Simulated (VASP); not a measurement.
TiAl3:

```
Ti Al
1.0
     1.86702   -3.17077    0.00000
     1.86702    3.17077    0.00000
     0.00000    0.00000    4.97682
Ti Al
1 3
Direct
  0.00000 0.00000 0.50000
  0.50000 0.50000 0.68455
  0.50000 0.50000 0.31545
  0.50000 0.50000 0.00000
```

| Quantity | Value |
| --- | --- |
| Program | VASP 6.6.1 |
| Task | relaxation of cell and atoms |
| Functional | PBE |
| Potentials or basis | VASP PAW PBE potentials, release 64 (Ti_sv, Al) |
| Cutoff | 600 eV |
| k mesh | 6 × 6 × 4 |
| Occupations | gaussian, width 0.1 eV |
| Spin | no spin polarisation |

At the start: pressure 136.5 GPa; volume 14.73 Å³/atom.

Problem. How do energy, volume and symmetry change on relaxing?

Solution. Over 40 steps the energy falls by 7154.1 meV/atom and the volume is 17.98 Å³/atom (+22.1 %); space group Cmmm (No. 65, to 0.05 Å).

The path:
| step | energy change (eV) | largest force (eV/Å) | pressure (GPa) | volume (Å³) |
| --- | --- | --- | --- | --- |
| 1 | 0.0000 | 11.9788 | 136.46 | 58.92 |
| 2 | -13.1262 | 20.5001 | -6.05 | 191.37 |
| 3 | -15.8123 | 20.1977 | -1.71 | 172.03 |
| 4 | -16.4051 | 20.1487 | -0.36 | 166.42 |
| 5 | 3.5842 | 0.9163 | -38.28 | 221.55 |
| 6 | -18.3464 | 1.0502 | -18.62 | 184.13 |
| 7 | -19.9383 | 0.2636 | -15.79 | 178.24 |
| 8 | -20.9145 | 1.4274 | -12.56 | 172.41 |
| 9 | -21.1210 | 2.8027 | -10.54 | 169.43 |
| 10 | -21.1359 | 3.4245 | -9.76 | 168.38 |
| 11 | -24.0216 | 5.7945 | -2.10 | 123.32 |
| 12 | -24.1284 | 10.2629 | 16.99 | 85.34 |
| 13 | -25.0438 | 7.2559 | 18.16 | 79.44 |
| 14 | -25.5125 | 5.2160 | 22.38 | 72.54 |
| 15 | -25.5287 | 4.5037 | 25.23 | 69.78 |
| 16 | -26.2854 | 3.3374 | 15.75 | 74.54 |
| 17 | -27.0410 | 1.6934 | 2.02 | 85.36 |
| 18 | -27.0881 | 1.3758 | -0.68 | 88.60 |
| 19 | -27.0903 | 1.3014 | -1.30 | 89.44 |
| 20 | -27.1365 | 1.2715 | -1.18 | 88.74 |
| 21 | -27.2713 | 1.2340 | -0.70 | 86.63 |
| 22 | -27.5461 | 1.2904 | 0.63 | 82.47 |
| 23 | -28.0503 | 0.9259 | 4.76 | 74.41 |
| 24 | -27.4857 | 1.9483 | 25.75 | 59.35 |
| 25 | -28.1948 | 0.4228 | 7.74 | 70.53 |
| 26 | -28.2114 | 0.0876 | 10.07 | 68.27 |
| 27 | -28.2552 | 0.0060 | 9.81 | 68.10 |
| 28 | -28.3559 | 0.2931 | 9.14 | 67.57 |
| 29 | -28.3932 | 0.9246 | 8.47 | 66.42 |
| 30 | -28.4071 | 0.7354 | 8.57 | 66.78 |
| 31 | -28.4617 | 0.6348 | 7.09 | 67.57 |
| 32 | -28.5723 | 0.3805 | 3.05 | 69.98 |
| 33 | -28.5849 | 0.0526 | -3.45 | 74.95 |
| 34 | -28.6106 | 0.1659 | -0.84 | 72.75 |
| 35 | -28.6106 | 0.1745 | -0.66 | 72.61 |
| 36 | -28.6123 | 0.1499 | -0.54 | 72.49 |
| 37 | -28.6155 | 0.0761 | -0.16 | 72.13 |
| 38 | -28.6135 | 0.0723 | 0.65 | 71.41 |
| 39 | -28.6161 | 0.0281 | 0.08 | 71.90 |
| 40 | -28.6163 | 0.0223 | 0.07 | 71.93 |

Final structure:
```
CELL_PARAMETERS angstrom
2.00860 -1.96645 0.00000
2.00860 1.96645 0.00000
0.00000 0.00000 9.10493
ATOMIC_POSITIONS crystal
Ti 0.00000 0.00000 0.50000
Al 0.50000 0.50000 0.71548
Al 0.50000 0.50000 0.28452
Al 0.50000 0.50000 0.00000
```

Caveat: the volume moved by over 15 % at a fixed basis, so the end points are rough.
